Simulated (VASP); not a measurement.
Write the native input for VASP 6.6.1 that does the following.

```
Task                   : single point
Functional             : LDA
Potentials or basis    : VASP PAW LDA potentials, release 64 (V_sv)
Cutoff                 : 520 eV
k mesh                 : 25 × 25 × 25
Occupations            : fermi-dirac, width 0.05 eV
Spin                   : collinear spin, ferromagnetic start
Starting moments       : [1.0] μB
Dipole correction      : no
Further INCAR settings : ALGO = Normal; EDIFF = 1e-06; NBANDS = 16
```

The structure of V lies in POSCAR:

```
V
1.0
   -1.4020804520      1.4020804520      1.4020804520
    1.4020804520     -1.4020804520      1.4020804520
    1.4020804520      1.4020804520     -1.4020804520
V
1
Direct
    0.0000000000      0.0000000000      0.0000000000
```

One way to write it, as run:

INCAR

```
SYSTEM = V
PREC     = Accurate       ! precision mode
ENCUT    = 520            ! plane-wave cutoff, eV
EDIFF    = 1E-6           ! SCF threshold, eV
ISMEAR   = -1             ! smearing method
SIGMA    = 0.05           ! smearing width, eV
LREAL    = .False.        ! projectors in reciprocal space
LASPH    = .True.         ! aspherical terms in the spheres
NELM     = 150            ! most SCF steps
ALGO     = Normal         ! electronic algorithm
ISIF     = 2              ! what is computed and relaxed
LWAVE    = .False.        ! write WAVECAR
LCHARG   = .False.        ! write CHGCAR
ISPIN    = 2              ! spin polarisation
MAGMOM   = 1              ! initial moments
LORBIT   = 11             ! projections on sites
LMAXMIX  = 4              ! l up to which the mixer works
GGA      = CA             ! functional
NBANDS   = 16             ! bands
```

KPOINTS

```
Automatic mesh
0
Gamma
  25 25 25
  0 0 0
```

Potentials or basis: VASP PAW LDA potentials, release 64 (V_sv).

The run is started by

```sh
$ cat potpaw_LDA.64/V_sv/POTCAR > POTCAR
$ mpirun -np 1 vasp_std > vasp.out
```

Results of the run:

```json
{
 "Pressure": "35.0 GPa",
 "Net moment": "0.00 μB per cell",
 "Valence electrons inside the program's atomic spheres": "V 12.09"
}
```

Caveat: the cell stands under pressure.

It took 3.1 min on 1 thread of Intel Xeon 8259CL, on a shared host, peak memory 0.22 GiB.
